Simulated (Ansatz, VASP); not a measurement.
## One calculation of LiF, two programs

POSCAR

```
LiF
1.0
    0.0000000000      2.0140000000      2.0140000000
    2.0140000000      0.0000000000      2.0140000000
    2.0140000000      2.0140000000      0.0000000000
Li F
1 1
Direct
    0.0000000000      0.0000000000      0.0000000000
    0.4069016882      0.4069016882      0.5930983118
```

The input INCAR.step1:

```
PREC = Accurate ; ENCUT = 520
ISMEAR = 0 ; SIGMA = 0.05
LREAL = F ; LASPH = T
NELM = 80 ; NBANDS = 12
GGA = PE ; ALGO = Normal
EDIFF = 1E-4 ; LWAVE = T
LCHARG = F
```

File INCAR.step2:

```
PREC = Accurate ; ENCUT = 520
EDIFF = 1E-6 ; ISMEAR = 0
SIGMA = 0.05 ; LREAL = F
LASPH = T ; NELM = 80
ALGO = Normal ; ISIF = 2
LWAVE = F ; LCHARG = F
METAGGA = R2SCAN ; LMIXTAU = T
NBANDS = 12 ; ISTART = 1
```

The input KPOINTS:

```
regular mesh
0
Gamma
  10 10 10
```

Input for Ansatz:

```yaml
crystal:
  lattice:
    - [0.0, 2.014, 2.014]
    - [2.014, 0.0, 2.014]
    - [2.014, 2.014, 0.0]
  atoms:
    - { symbol: Li, position: [0.0, 0.0, 0.0] }
    - { symbol: F, position: [0.4069016882, 0.4069016882, 0.5930983118] }
basis:
  ecutwfc: 500
kpoints:
  mp_grid: { grid: [10, 10, 10] }
hamiltonian:
  xc: r2scan
scf:
  occupations: { method: gaussian, width: 0.05 }
output:
  forces: true
  stress: true
  eigenvalues: true
```

Change from the starting cell: all F atoms moved +0.375 Å, as atom 2 towards its neighbour atom 1 (Li) at 2.014 Å.

Alike in both runs: task single point; functional r2SCAN; k mesh 10 × 10 × 10; occupations gaussian, width 0.05 eV; no spin polarisation.

|  | VASP | Ansatz |
| --- | --- | --- |
| version | VASP 6.6.1 | Ansatz 0.2.0 |
| potentials or method | VASP PAW PBE potentials, release 64 (Li_sv, F), cutoff 520 eV | scalar-relativistic, plane waves, PAW |
| valence electrons in the cell | 10 | 10 |

Ansatz gave:

```
gap on the k mesh at the Fermi level (eV) : 9.83
least direct gap on the mesh (eV)         : 9.83
rms of the force components (eV/Å)        : 0.929
```

Q: Which values does VASP return?

A: gap on the k mesh at the Fermi level (eV): 9.99; least direct gap on the mesh (eV): 9.99; rms of the force components (eV/Å): 0.999.

VASP's potentials were made for PBE, not for r2SCAN. Atom by atom the forces differ by 0.069 eV/Å (rms over components). The functional is the same, so the differences come from potentials, cutoffs and numerics.

Noted on VASP's run: the cutoff is short for stress, so the pressure is rough.
